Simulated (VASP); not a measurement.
Set up this calculation in VASP 6.6.1, as the native input.

```
Task                   : single point
Functional             : PBE
Potentials or basis    : VASP PAW PBE potentials, release 64 (Be, C, O)
Cutoff                 : 520 eV
k mesh                 : 6 × 6 × 1
Occupations            : gaussian, width 0.1 eV
Spin                   : no spin polarisation
Dipole correction      : yes
Further INCAR settings : LREAL = Auto; ALGO = Normal; EDIFF = 1e-07; NBANDS = 36
```

The structure of Be16CO lies in POSCAR:

```
Be16CO
1.0
    4.5254381410      0.0000000000      0.0000000000
   -2.2627190705      3.9191443934      0.0000000000
    0.0000000000      0.0000000000     23.4761687145
Be C O
16 1 1
Direct
    0.3333333333      0.1666666667      0.1703855535
    0.3333333333      0.6666666667      0.1703855535
    0.8333333333      0.1666666667      0.1703855535
    0.8333333333      0.6666666667      0.1703855535
    0.1666666667      0.3333333333      0.2463521558
    0.1666666667      0.8333333333      0.2463521558
    0.6666666667      0.3333333333      0.2463521558
    0.6666666667      0.8333333333      0.2463521558
    0.3333333333      0.1666666667      0.3241941575
    0.3333333333      0.6666666667      0.3241941575
    0.8333333333      0.1666666667      0.3241941575
    0.8333333333      0.6666666667      0.3241941575
    0.1666666667      0.3333333333      0.4036505628
    0.1666666667      0.8333333333      0.4036505628
    0.6666666667      0.3333333333      0.4036505628
    0.6666666667      0.8333333333      0.4036505628
    0.1666666667      0.3333333333      0.4735086397
    0.3096154644      0.1903845356      0.4862973574
```

These files were run (other wordings do the same):

INCAR

```
  ALGO = Normal
  DIPOL = 0.5 0.5 0.308
  EDIFF = 1E-7
  ENCUT = 520
  GGA = PE
  IDIPOL = 3
  ISIF = 2
  ISMEAR = 0
  LASPH = True
  LCHARG = False
  LDIPOL = True
  LREAL = Auto
  LWAVE = False
  NBANDS = 36
  NELM = 80
  PREC = Accurate
  SIGMA = 0.1
```

KPOINTS

```
k-points
0
Gamma
  6 6 1
```

Potentials or basis: VASP PAW PBE potentials, release 64 (Be, C, O).

Launch:

```console
$ cat potpaw_PBE.64/Be/POTCAR potpaw_PBE.64/C/POTCAR potpaw_PBE.64/O/POTCAR > POTCAR
$ mpirun -np 1 vasp_std > vasp.out
```

Results of the run:

| Quantity | Value |
| --- | --- |
| Largest force | 3.703 eV/Å |
| Band gap on the k mesh | zero (band 21 reaches -0.62 eV, above the bottom of band 22 at -1.58 eV) |

Run time: 5.3 min on 1 thread of Intel(R) Xeon(R) 6975P-C (Granite Rapids) (shared host), peak memory 0.55 GiB.
